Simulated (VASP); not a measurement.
Set up this calculation in VASP 6.6.1, as the native input.

- Task: single point
- Functional: PBEsol
- Potentials or basis: VASP PAW PBE potentials, release 64 (Zn, S)
- Cutoff: 520 eV
- k mesh: 8 × 8 × 5
- Occupations: fermi-dirac, width 0.03 eV
- Spin: no spin polarisation
- Dipole correction: no
- Further INCAR settings: ALGO = Normal; EDIFF = 1e-07; NBANDS = 26

The structure of ZnS lies in POSCAR:

```
ZnS
1.0
    3.8109987816      0.0000000000      0.0000000000
   -1.9054993908      3.3004217586      0.0000000000
    0.0000000000      0.0000000000      6.3586800000
Zn S
2 2
Direct
    0.3333333333      0.6666666667      0.0000000000
    0.6666666667      0.3333333333      0.5000000000
    0.3333333333      0.6666666667      0.3850000000
    0.6666666667      0.3333333333      0.8850000000
```

This cell differs from its parent crystal: zz strain of +2 %.

One way to write it, as run:

INCAR

```
PREC = Accurate ; ENCUT = 520
EDIFF = 1E-7 ; ISMEAR = -1
SIGMA = 0.03 ; LREAL = F
LASPH = T ; NELM = 100
ALGO = Normal ; ISIF = 2
LWAVE = F ; LCHARG = F
GGA = PS ; NBANDS = 26
```

KPOINTS

```
Automatic mesh
0
Gamma
  8 8 5
```

Potentials or basis: VASP PAW PBE potentials, release 64 (Zn, S).

Launch:

```console
$ cat potpaw_PBE.64/Zn/POTCAR potpaw_PBE.64/S/POTCAR > POTCAR
$ mpirun -np 1 vasp_std > vasp.out
```

It gave:

```yaml
Pressure: -2.3 GPa
Largest_force: 0.354 eV/Å
Band_gap_on_the_k_mesh: 2.01 eV, direct
```

Caveat: the cell differs from its parent crystal (zz strain of +2 %); the PAW data sets were made with another functional, which shifts forces and pressure a little.

Wall time 55 s on 1 thread of AMD EPYC 9R45 (Zen 5), on a shared host, peak memory 0.17 GiB.
